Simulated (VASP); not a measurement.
Set up this calculation in VASP 6.6.1, as the native input.

* Task: single point
* Functional: PBE
* Potentials or basis: VASP PAW PBE potentials, release 64 (Ta_pv, Al)
* Cutoff: 520 eV
* k mesh: 6 × 6 × 10
* Occupations: gaussian, width 0.1 eV
* Spin: no spin polarisation
* Dipole correction: no
* Further INCAR settings: ALGO = Fast; EDIFF = 1e-07; NBANDS = 28

The structure of Ta2Al5 lies in POSCAR:

```
Ta2Al5
1.0
    3.5943170300     -5.9013997760      0.0000000000
    3.5943170300      5.9013997760      0.0000000000
    0.0000000000      0.0000000000      2.8601582897
Ta Al
2 5
Direct
    0.7111571872      0.2888428128      0.5000000000
    0.2888428128      0.7111571872      0.5000000000
    0.3034219300      0.0684218412      0.0000000000
    0.6965780700      0.9315781588      0.0000000000
    0.9315781588      0.6965780700      0.0000000000
    0.0684218412      0.3034219300      0.0000000000
    0.5000000000      0.5000000000      0.0000000000
```

The input as run:

INCAR

```
SYSTEM = Ta2Al5
PREC = Accurate ; ENCUT = 520
EDIFF = 1E-7 ; ISMEAR = 0
SIGMA = 0.1 ; LREAL = .False.
LASPH = .True. ; NELM = 80
ALGO = Fast ; ISIF = 2
LWAVE = .False. ; LCHARG = .False.
GGA = PE ; NBANDS = 28
```

KPOINTS

```
regular mesh
0
Gamma
  6 6 10
  0 0 0
```

Potentials or basis: VASP PAW PBE potentials, release 64 (Ta_pv, Al).

Run with:

```sh
$ cat potpaw_PBE.64/Ta_pv/POTCAR potpaw_PBE.64/Al/POTCAR > POTCAR
$ mpirun -np 1 vasp_std > vasp.out
```

It gave:

| Quantity | Value |
| --- | --- |
| Pressure | 0.0 GPa |
| Largest force | 0.007 eV/Å |

Wall time 3.5 min on 1 thread of Intel(R) Xeon(R) 6975P-C (Granite Rapids), with other jobs on the host, peak memory 0.39 GiB.
